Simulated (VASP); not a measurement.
BeGeSb2:

```xyz
4
Lattice="4.1745 0.0000 0.0000 0.0000 4.1745 0.0000 0.0000 0.0000 5.8347" Properties=species:S:1:pos:R:3 pbc="T T T"
Be    0.0000    0.0000    0.0000
Sb    0.0000    2.0873    1.2804
Sb    2.0873    0.0000    4.5543
Ge    2.0873    2.0873    2.9173
```

Base run:

| Item | Value |
| --- | --- |
| Program | VASP 6.6.1 |
| Functional | PBE |
| Potentials or basis | VASP PAW PBE potentials, release 64 (Be, Sb, Ge_d) |
| Cutoff | 520 eV |
| k mesh | 6 × 6 × 4 |
| Occupations | fermi-dirac, width 0.02 eV |
| Spin | no spin polarisation |

Its results: band gap on the k mesh zero (band 13 reaches 5.41 eV, above the bottom of band 14 at 4.88 eV); pressure 1.4 GPa; largest force 0.230 eV/Å.

Problem. The run is repeated on the same cell with these changes: functional from PBE to r2SCAN. What comes out?

Solution. Band gap on the k mesh zero (band 13 reaches 5.29 eV, above the bottom of band 14 at 4.89 eV); pressure 0.2 GPa; largest force 0.013 eV/Å.

Caveats: spin-orbit coupling is left out, which moves the levels of the heavy elements; the PAW data sets were made with another functional, which shifts forces and pressure a little (some runs).
